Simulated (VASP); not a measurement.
# Hf: single point with PBEsol

The system is Hf.

```xyz
1
Lattice="-1.7461 1.7461 1.7461 1.7461 -1.7461 1.7461 1.7461 1.7461 -1.7461" Properties=species:S:1:pos:R:3 pbc="T T T"
Hf    0.0000    0.0000    0.0000
```

| Item | Value |
| --- | --- |
| Program | VASP 6.6.1 |
| Task | single point |
| Functional | PBEsol |
| Potentials or basis | VASP PAW PBE potentials, release 64 (Hf_pv) |
| Cutoff | 520 eV |
| k mesh | 21 × 21 × 21 |
| Occupations | fermi-dirac, width 0.1 eV |
| Spin | no spin polarisation |

- Pressure: -0.1 GPa
- Band gap on the k mesh: zero (band 5 reaches 6.30 eV, above the bottom of band 6 at 3.96 eV)

Levels at points of the mesh, in eV from the Fermi level:
| k point | band 2 | band 3 | band 4 | band 5 | band 6 | band 7 | band 8 | band 9 |
| --- | --- | --- | --- | --- | --- | --- | --- | --- |
| (0.00, 0.00, 0.00) | -29.57 | -29.57 | -7.19 | 1.56 | 1.56 | 1.56 | 4.50 | 4.50 |

It took 54 s on 1 thread of Intel Xeon 8259CL, on a shared host, peak memory 0.19 GiB.

Caveat: the PAW data sets were made with another functional, which shifts forces and pressure a little; spin-orbit coupling is left out, which moves the levels of the heavy elements.
